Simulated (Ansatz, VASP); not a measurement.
One calculation of GdN, two programs

```
Gd N
1.0
     0.00000    2.50099    2.50099
     2.50099    0.00000    2.50099
     2.50099    2.50099    0.00000
Gd N
1 1
Direct
  0.50000 0.50000 0.50000
  0.00000 0.00000 0.00000
```

Alike in both runs: functional PBE; k mesh 14 × 14 × 14; occupations gaussian, width 0.1 eV; collinear spin; Hubbard terms Gd f U = 6.0 eV.

Ansatz relaxed the structure, and its values are those at the end. VASP's run is a single point on that final structure, the one shown.

```csv
,VASP,Ansatz
version,VASP 6.6.1,Ansatz 0.2.0
potentials or method,"VASP PAW PBE potentials, release 64 (Gd, N), cutoff 520 eV","scalar-relativistic, plane waves, PAW"
valence electrons in the cell,23,23
```

|  | VASP | Ansatz | Ansatz less VASP |
| --- | --- | --- | --- |
| gap on the k mesh at the Fermi level (eV) | none | none | - |
| pressure (GPa) | 0.3 | 0.0 | -0.30 |
| net moment per atom (μB) | 3.50 | 3.50 | 0.000 |
| size of the moment on the site where the two differ most (μB) | 6.87 | 6.94 | +0.065 |

Site moments also hang on the region over which each program counts them. The programs project onto different local orbitals, so the same U acts differently, and such runs can settle in different states. A gap of «none» marks a metal or a gap that the smearing closes. Ansatz's warnings: filled band counts differ across k points.

Neither program's run includes spin-orbit coupling.
